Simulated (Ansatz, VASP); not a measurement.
# LiH: VASP beside Ansatz

File INCAR:

```
PREC = Accurate ; ENCUT = 520
EDIFF = 1E-8 ; ISMEAR = -1
SIGMA = 0.05 ; LREAL = False
LASPH = True ; NELM = 100
ALGO = Normal ; ISIF = 2
LWAVE = False ; LCHARG = False
GGA = PE ; LEFG = True
NBANDS = 9
```

File KPOINTS:

```
Automatic mesh
0
Gamma
  13 13 13
```

The input POSCAR:

```
LiH
1.0
    0.0000000000      2.1448522242      2.1448522242
    2.1448522242      0.0000000000      2.1448522242
    2.1448522242      2.1448522242      0.0000000000
Li H
1 1
Direct
    0.0000000000      0.0000000000      0.0000000000
    0.2383441853      0.2616558147      0.2616558147
```

Input for Ansatz:

```yaml
crystal:
  lattice:
    - [0.0, 2.1448522242, 2.1448522242]
    - [2.1448522242, 0.0, 2.1448522242]
    - [2.1448522242, 2.1448522242, 0.0]
  atoms:
    - { symbol: Li, position: [0.0, 0.0, 0.0] }
    - { symbol: H, position: [0.2383441853, 0.2616558147, 0.2616558147] }
kpoints:
  mp_grid: { grid: [13, 13, 13] }
scf:
  occupations: { method: fermi_dirac, width: 0.05 }
hamiltonian:
  xc: pbe
  pseudopotentials: { kind: all_electron, datasets: crystal }
output:
  forces: true
  stress: true
  eigenvalues: true
  efg: { contact_densities: true }
```

Alike in both runs: task electric field gradients; functional PBE; k mesh 13 × 13 × 13; occupations fermi-dirac, width 0.05 eV; no spin polarisation.

|  | VASP | Ansatz |
| --- | --- | --- |
| version | VASP 6.6.1 | Ansatz 0.2.0 |
| potentials or method | VASP PAW PBE potentials, release 64 (Li_sv, H), cutoff 520 eV | all-electron PAW with datasets made for the crystal, scalar-relativistic |

```csv
,VASP,Ansatz,Ansatz less VASP
gap on the k mesh at the Fermi level (eV),4.22,4.22,-0.006
rms of the force components (eV/Å),0.065,0.065,-0.0008
size of Vzz on the site where it differs most (V/Å²),0.2,0.3,+0.11
```

Atom by atom the forces differ by 0.001 eV/Å (rms over components). Ansatz ran all-electron here, and VASP with PAW potentials.

Noted on VASP's run: the cutoff is under 1.25 times that of the potentials, so the pressure is a little rough.
